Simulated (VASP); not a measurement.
AlCo, 2 atoms in the cell. The structure is cubic, space group Pm-3m (No. 221). The conventional cell has a = 2.735 Å, b = 2.735 Å, c = 2.735 Å, α = 90.00°, β = 90.00°, γ = 90.00°. Al (site symmetry m-3m) has 8 Co at 2.37 Å and 6 Al at 2.73 Å within 3.1 Å. Co (site symmetry m-3m) has 8 Al at 2.37 Å and 6 Co at 2.73 Å within 3.1 Å.  This cell differs from its parent crystal: strain -0.030 along x and y, -0.030 along z.

```yaml
Program: VASP 6.6.1
Task: single point
Functional: PBEsol
Potentials_or_basis: VASP PAW PBE potentials, release 64 (Al, Co)
Cutoff: 520 eV
k_mesh: 16 × 16 × 16
Occupations: gaussian, width 0.15 eV
Spin: no spin polarisation
Dipole_correction: no
Further_INCAR_settings: ALGO = Normal; EDIFF = 1e-07; NBANDS = 13
```

Potentials or basis: VASP PAW PBE potentials, release 64 (Al, Co).

Run with:

```console
$ cat potpaw_PBE.64/Al/POTCAR potpaw_PBE.64/Co/POTCAR > POTCAR
$ mpirun -np 1 vasp_std > vasp.out
```

Hardware: 1 thread of Intel Xeon 8259CL, with other jobs on the host.

Question: How long does it take, and how much memory?

Answer: Wall time 26 s on 1 thread of Intel Xeon 8259CL, with other jobs on the host, peak memory 0.16 GiB. Counts: scf iterations 13, k points 165.
